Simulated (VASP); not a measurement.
# NaPtCl3 (Pm-3m) in VASP: further runs, part 2 of 2

VASP 6.6.1. The steps go on from the part before.

## Step 3: Single point, PBE (26.48 Å³/atom)

This run uses another cell than the first one, of 26.48 Å³/atom.

Input file INCAR:

```
SYSTEM = NaPtCl3
PREC = Accurate
ENCUT = 520
EDIFF = 1E-6
ISMEAR = 0
SIGMA = 0.1
LREAL = .False.
LASPH = .True.
NELM = 100
ALGO = Normal
ISIF = 2
LWAVE = .False.
LCHARG = .False.
GGA = PE
NBANDS = 27
```

Input file KPOINTS:

```
Automatic mesh
0
Gamma
  8 8 8
  0 0 0
```

Input file POSCAR:

```
NaPtCl3
1.0
    5.0968592703      0.0000000000      0.0000000000
    0.0000000000      5.0968592703      0.0000000000
    0.0000000000      0.0000000000      5.0968592703
Na Pt Cl
1 1 3
Direct
    0.0000000000      0.0000000000      0.0000000000
    0.5000000000      0.5000000000      0.5000000000
    0.0000000000      0.5000000000      0.5000000000
    0.5000000000      0.5000000000      0.0000000000
    0.5000000000      0.0000000000      0.5000000000
```

Potentials or basis: VASP PAW PBE potentials, release 64 (Na_pv, Pt, Cl).

Run with:

```console
$ cat potpaw_PBE.64/Na_pv/POTCAR potpaw_PBE.64/Pt/POTCAR potpaw_PBE.64/Cl/POTCAR > POTCAR
$ mpirun -np 1 vasp_std > vasp.out
```

OUTCAR:

```text
SYSTEM = NaPtCl3
   PREC = Accurate
   ENCUT = 520
   EDIFF = 1E-6
   ISMEAR = 0
   LREAL = .False.
   LASPH = .True.
   NELM = 100
   ISIF = 2
   GGA = PE

 ion  position               nearest neighbor table
   1  0.000  0.000  0.000-
   2  0.500  0.500  0.500-   3 2.55   4 2.55   5 2.55   4 2.55   5 2.55   3 2.55
   3  0.000  0.500  0.500-   2 2.55   2 2.55
   4  0.500  0.500  0.000-   2 2.55   2 2.55
   5  0.500  0.000  0.500-   2 2.55   2 2.55

  LATTYP: Found a simple cubic cell.
 ALAT       =     5.0968592703

  Lattice vectors:

 A1 = (   5.0968592703,   0.0000000000,   0.0000000000)
 A2 = (   0.0000000000,   5.0968592703,   0.0000000000)
 A3 = (   0.0000000000,   0.0000000000,   5.0968592703)

Analysis of symmetry for initial positions (statically):
=====================================================================
 Subroutine PRICEL returns:
 Original cell was already a primitive cell.

 Routine SETGRP: Setting up the symmetry group for a
 simple cubic supercell.

 Subroutine GETGRP returns: Found 48 space group operations
 (whereof 48 operations were pure point group operations)
 out of a pool of 48 trial point group operations.

The static configuration has the point symmetry O_h .

Analysis of symmetry for dynamics (positions and initial velocities):
=====================================================================
 Subroutine PRICEL returns:
 Original cell was already a primitive cell.

 Routine SETGRP: Setting up the symmetry group for a
 simple cubic supercell.

 Subroutine GETGRP returns: Found 48 space group operations
 (whereof 48 operations were pure point group operations)
 out of a pool of 48 trial point group operations.

The dynamic configuration has the point symmetry O_h .

 Subroutine INISYM returns: Found 48 space group operations
 (whereof 48 operations are pure point group operations),
 and found     1 'primitive' translations

----------------------------------------------------------------------------------------

                                     Primitive cell

  volume of cell :     132.4061

  direct lattice vectors                    reciprocal lattice vectors
     5.096859270  0.000000000  0.000000000     0.196199257  0.000000000  0.000000000
     0.000000000  5.096859270  0.000000000     0.000000000  0.196199257  0.000000000
     0.000000000  0.000000000  5.096859270     0.000000000  0.000000000  0.196199257

  length of vectors
     5.096859270  5.096859270  5.096859270     0.196199257  0.196199257  0.196199257

  position of ions in fractional coordinates (direct lattice)
     0.000000000  0.000000000  0.000000000
     0.500000000  0.500000000  0.500000000
     0.000000000  0.500000000  0.500000000
     0.500000000  0.500000000  0.000000000
     0.500000000  0.000000000  0.500000000

  ion indices of the primitive-cell ions
   primitive index   ion index
                 1           1
                 2           2
                 3           3
                 4           4
                 5           5

----------------------------------------------------------------------------------------

 KPOINTS: Automatic mesh

Automatic generation of k-mesh.
 Grid dimensions read from file:
 generate k-points for:    8    8    8

 Generating k-lattice:

  Cartesian coordinates                     Fractional coordinates (reciprocal lattice)
     0.024524907  0.000000000  0.000000000     0.125000000  0.000000000  0.000000000
     0.000000000  0.024524907  0.000000000     0.000000000  0.125000000  0.000000000
     0.000000000  0.000000000  0.024524907     0.000000000  0.000000000  0.125000000

  Length of vectors
     0.024524907  0.024524907  0.024524907

  Shift w.r.t. Gamma in fractional coordinates (k-lattice)
     0.000000000  0.000000000  0.000000000

 Subroutine IBZKPT returns following result:
 ===========================================

 Found     35 irreducible k-points:

 Following reciprocal coordinates:
            Coordinates               Weight
  0.000000  0.000000  0.000000      1.000000
  0.125000  0.000000  0.000000      6.000000
  0.250000  0.000000  0.000000      6.000000
  0.375000  0.000000  0.000000      6.000000
  0.500000  0.000000  0.000000      3.000000
  0.125000  0.125000  0.000000     12.000000
[... 16 lines left out ...]
  0.375000  0.375000  0.125000     24.000000
  0.500000  0.375000  0.125000     24.000000
 [... further k-points ...]
   k-points           NKPTS =     35   k-points in BZ     NKDIM =     35   number of bands    NBANDS=     27
   number of dos      NEDOS =    301   number of ions     NIONS =      5
   total plane-waves  NPLWV =  64000
   dimension x,y,z NGX =    40 NGY =   40 NGZ =   40
   dimension x,y,z NGXF=    80 NGYF=   80 NGZF=   80
   ions per type =               1   1   3
   NGX,Y,Z   is equivalent  to a cutoff of  13.05, 13.05, 13.05 a.u.
   NGXF,Y,Z  is equivalent  to a cutoff of  26.09, 26.09, 26.09 a.u.
 SYSTEM =  NaPtCl3
   PREC   = accura    normal or accurate (medium, high low for compatibility)
   ISTART =      0    job   : 0-new  1-cont  2-samecut
   ICHARG =      2    charge: 1-file 2-atom 10-const
   ISPIN  =      1    spin polarized calculation?
   LNONCOLLINEAR =      F non collinear calculations
   LSORBIT =      F    spin-orbit coupling
   LASPH  =      T    aspherical Exc in radial PAW
   ENCUT  =  520.0 eV  38.22 Ry    6.18 a.u.   9.48  9.48  9.48*2*pi/ulx,y,z
   NELM   =    100;   NELMIN=  2; NELMDL= -5     # of ELM steps
   EDIFF  = 0.1E-05   stopping-criterion for ELM
   LREAL  =      F    real-space projection
   EDIFFG = 0.1E-04   stopping-criterion for IOM
   NSW    =      0    number of steps for IOM
   IBRION =     -1    ionic relax: 0-MD 1-quasi-New 2-CG
   NFREE  =      0    steps in history (QN), initial steepest desc. (CG)
   ISIF   =      2    stress and relaxation
   ISYM   =      2    0-nonsym 1-usesym 2-fastsym
   POTIM  = 0.5000    time-step for ionic-motion
   TEBEG  =    0.0;   TEEND  =   0.0 temperature during run
   PSTRESS=    0.0 pullay stress
   NELECT =      38.0000    total number of electrons
   NUPDOWN=      -1.0000    fix difference up-down
   EMIN   =  10.00;   EMAX   =-10.00  energy-range for DOS
   EFERMI =   0.00;   METHOD = LEGACY
   ISMEAR =     0;   SIGMA  =   0.10  broadening in eV -4-tet -1-fermi 0-gaus
   EFERMI_NEDOS =   21; number of points for ismear=-14 and -15
   IALGO  =     38    algorithm
   IMIX   =      4    mixing-type and parameters
     AMIX     =   0.40;   BMIX     =  1.00
     AMIX_MAG =   1.60;   BMIX_MAG =  1.00
  volume/ion in A,a.u.               =      26.48       178.70
  Fermi-wavevector in a.u.,A,eV,Ry     =   1.079858  2.040636 15.865668  1.166094
  Thomas-Fermi vector in A             =   2.215834
   LORBIT       =      0    0 simple, 1 ext, 2 COOP (PROOUT), +10 PAW based schemes
   GGA     = PE    functional components
   LHFCALC =     F    Hartree Fock is set to
   AEXX    =    0.0000 exact exchange contribution
   IVDW    =     0    specifies the selected vdW correction
   LEPSILON=     F    determine dielectric tensor
   LRPA    =     F    only Hartree local field effects (RPA)
 non-spin polarized calculation
 Gauss-broadening in eV      SIGMA  =   0.10
  energy-cutoff  :      520.00
  volume of cell :      132.41
 maximum number of plane-waves:      3608
 NGX is ok and might be reduce to    40
   NGX = 19   NGY = 19   NGZ = 19

 number of electron      38.0000007 magnetization

 Free energy of the ion-electron system (eV)
  ---------------------------------------------------
  ext. energy  EPLUGINS =         0.00000000
  ---------------------------------------------------
  free energy    TOTEN  =       -16.58251848 eV

  energy without entropy =      -16.57947391  energy(sigma->0) =      -16.58099620

 E-fermi :   1.6624     XC(G=0):  -8.1333

 val. band max:        1.5985986965   @ k =   0.5000   0.1250   0.0000
 cond. band min:       1.7514891639   @ k =   0.3750   0.1250   0.1250
 fundamental gap:      0.1528904674
 Fermi energy:         1.6624147938

 k-point     1 :       0.0000    0.0000    0.0000
  band No.  band energies     occupation
      1     -22.6033      2.00000
      2     -22.6033      2.00000
      3     -22.6033      2.00000
      4     -13.6652      2.00000
      5     -13.0043      2.00000
      6     -13.0043      2.00000
[... 19 lines left out ...]
     26      10.5783      0.00000
     27      10.6040      0.00000
[... 667 lines left out ...]
      5     -13.0644      2.00000
      6     -13.0443      2.00000
[... 19 lines left out ...]
     26       9.4129      0.00000
     27       9.4988      0.00000

 [... further k-points ...]
[... 5 lines left out ...]
  --------------------------------------------------------------------------------------
  -------------------------------------------------------------------------------------
  Total       -3.1211999     -3.1211999     -3.1211999     -0.0000000      0.0000000     -0.0000000
  in kB      -37.7680221    -37.7680221    -37.7680221     -0.0000000      0.0000000     -0.0000000
  external PRESSURE =     -37.7680221 kB  Pullay stress =       0.0000000 kB

 VOLUME and BASIS-vectors are now :
 -----------------------------------------------------------------------------
  energy-cutoff  :      520.00
  volume of cell :      132.41
      direct lattice vectors                 reciprocal lattice vectors
     5.096859270  0.000000000  0.000000000     0.196199257  0.000000000  0.000000000
     0.000000000  5.096859270  0.000000000     0.000000000  0.196199257  0.000000000
     0.000000000  0.000000000  5.096859270     0.000000000  0.000000000  0.196199257

 POSITION                                       TOTAL-FORCE (eV/Angst)
 -----------------------------------------------------------------------------------
      0.00000      0.00000      0.00000         0.000000      0.000000      0.000000
      2.54843      2.54843      2.54843         0.000000      0.000000      0.000000
      0.00000      2.54843      2.54843         0.000000      0.000000      0.000000
      2.54843      2.54843      0.00000         0.000000      0.000000      0.000000
      2.54843      0.00000      2.54843         0.000000      0.000000      0.000000
 -----------------------------------------------------------------------------------
    total drift:                                0.000000     -0.000000     -0.000000

  FREE ENERGIE OF THE ION-ELECTRON SYSTEM (eV)
  ---------------------------------------------------
  free  energy   TOTEN  =       -16.5825184801 eV

  energy  without entropy=      -16.5794739114  energy(sigma->0) =      -16.58099620
```

stdout:

```text
POSCAR found type information on POSCAR NaPtCl
 POSCAR found :  3 types and       5 ions
 scaLAPACK will be used
 LDA part: xc-table for (Slater+PW92), standard interpolation
 POSCAR, INCAR and KPOINTS ok, starting setup
 FFT: planning ... GRIDC
 FFT: planning ... GRID_SOFT
 FFT: planning ... GRID
 WAVECAR not read
 entering main loop
```

Run time: 93 s. Hardware: 1 thread of Intel Xeon Platinum 8488C (Sapphire Rapids), shared host; peak memory 0.31 GiB.

What came out:

```yaml
Free_energy: -16.5825 eV
Pressure: -3.8 GPa
Band_gap_on_the_k_mesh: zero (bands 19 and 20 overlap by 3.81 eV)
```

Levels at points of the mesh, in eV from the Fermi level:
| k point | band 16 | band 17 | band 18 | band 19 | band 20 | band 21 | band 22 | band 23 |
| --- | --- | --- | --- | --- | --- | --- | --- | --- |
| (0.00, 0.00, 0.00) | -2.04 | -2.04 | -2.04 | -1.56 | -1.56 | 1.16 | 2.66 | 6.77 |
| (0.50, 0.00, 0.00) | -2.03 | -1.56 | -0.82 | -0.82 | -0.50 | 4.33 | 4.71 | 5.19 |
| (0.50, 0.50, 0.00) | -1.15 | -0.81 | -0.81 | -0.67 | 2.25 | 4.70 | 6.26 | 6.26 |
| (0.50, 0.50, 0.50) | -0.64 | -0.64 | -0.64 | 2.25 | 2.25 | 3.54 | 6.01 | 6.01 |

Caveat: the cell stands under tension; spin-orbit coupling is left out, which moves the levels of the heavy elements.
